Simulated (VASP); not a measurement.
A run of VASP 6.6.1:

File INCAR:

```
  PREC = Accurate
  ENCUT = 1340
  EDIFF = 1E-6
  ISMEAR = 0
  SIGMA = 0.05
  LREAL = False
  LASPH = True
  NELM = 120
  ALGO = Normal
  ISIF = 2
  LWAVE = False
  LCHARG = False
  GGA = PE
  IVDW = 12
  NBANDS = 28
  GGA_COMPAT = False
```

Contents of KPOINTS:

```
regular mesh
0
Gamma
  10 10 8
```

POSCAR

```
SnO
1.0
    3.8366801346      0.0000000000      0.0000000000
    0.0000000000      3.8366801346      0.0000000000
    0.0000000000      0.0000000000      4.7603642290
Sn O
2 2
Direct
    0.5000000000      0.0000000000      0.2434009502
    0.0000000000      0.5000000000      0.7565990498
    0.0000000000      0.0000000000      0.0000000000
    0.5000000000      0.5000000000      0.0000000000
```

Potentials or basis: VASP PAW PBE potentials, release 64 (Sn_d, O_h).

Launch:

```sh
$ cat potpaw_PBE.64/Sn_d/POTCAR potpaw_PBE.64/O_h/POTCAR > POTCAR
$ mpirun -np 1 vasp_std > vasp.out
```

Hardware: 1 thread of Intel(R) Xeon(R) 6975P-C (Granite Rapids) (shared host).

Q: Estimate the wall time of this run.

A: Wall time 5.6 min on 1 thread of Intel(R) Xeon(R) 6975P-C (Granite Rapids) (shared host), peak memory 0.84 GiB. Counts: scf iterations 15, k points 105.
